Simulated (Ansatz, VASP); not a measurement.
**Two plane-wave programs on Ni**

```xyz
2
Lattice="3.5347 1.7673 1.7673 1.7673 3.5347 1.7673 1.7673 1.7673 3.5347" Properties=species:S:1:pos:R:3 pbc="T T T"
Ni    0.0000    0.0000    0.0000
Ni    3.5347    3.5347    3.5347
```

Alike in both runs: task single point; functional PBE; k mesh 12 × 12 × 12; occupations fermi-dirac, width 0.1 eV; collinear spin.

|  | VASP | Ansatz |
| --- | --- | --- |
| version | VASP 6.6.1 | Ansatz 0.2.0 |
| potentials or method | VASP PAW PBE potentials, release 64 (Ni), cutoff 520 eV | PAW, plane waves, scalar-relativistic |
| valence electrons in the cell | 20 | 36 |

Ansatz gave:

- pressure (GPa): -2.2
- traceless stress, the component that is largest in VASP (GPa): -0.07
- net moment per atom (μB): 0.64
- size of the moment on the site where the two differ most (μB): 0.68

Q: Which values does VASP return?

A: Pressure (GPa): -2.2; traceless stress, the component that is largest in VASP (GPa): -0.06; net moment per atom (μB): 0.63; size of the moment on the site where the two differ most (μB): 0.64.

Site moments also hang on the region over which each program counts them. The functional is the same, so the differences come from potentials, cutoffs and numerics. VASP's potentials hold 20 valence electrons a cell and Ansatz's 36, so a difference there can come from the potentials and not from the codes.
